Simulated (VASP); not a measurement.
Set up this calculation in VASP 6.6.1, as the native input.

```
Task                   : single point
Functional             : PBE
Potentials or basis    : VASP PAW PBE potentials, release 64 (Mg)
Cutoff                 : 600 eV
k mesh                 : 10 × 10 × 10
Occupations            : tetrahedron
Spin                   : no spin polarisation
Dipole correction      : no
Further INCAR settings : ALGO = Normal; EDIFF = 1e-06; NBANDS = 7
```

The structure of Mg lies in POSCAR:

```
Mg
1.0
   -1.8359916300      1.8359916300      1.6794040200
    1.8359916300     -1.8359916300      1.6794040200
    1.8359916300      1.8359916300     -1.6794040200
Mg
1
Direct
    0.0000000000      0.0000000000      0.0000000000
```

These files were run (other wordings do the same):

INCAR

```
  ALGO = Normal
  EDIFF = 1E-6
  ENCUT = 600
  GGA = PE
  GGA_COMPAT = False
  ISIF = 2
  ISMEAR = -5
  LASPH = True
  LCHARG = False
  LREAL = False
  LWAVE = False
  NBANDS = 7
  NELM = 120
  PREC = Accurate
  SIGMA = 0.1
```

KPOINTS

```
k-points
0
Gamma
  10 10 10
```

Potentials or basis: VASP PAW PBE potentials, release 64 (Mg).

Launch:

```sh
$ cat potpaw_PBE.64/Mg/POTCAR > POTCAR
$ mpirun -np 1 vasp_std > vasp.out
```

It gave:

```
Pressure               : 0.1 GPa
Band gap on the k mesh : zero (band 1 reaches 5.94 eV, above the bottom of band 2 at 1.39 eV)
```

Caveat: tetrahedron occupations give inexact forces and stress in metals.

Run time: 8.1 s on 1 thread of Intel(R) Xeon(R) 6975P-C (Granite Rapids), on a shared host, peak memory 0.16 GiB.
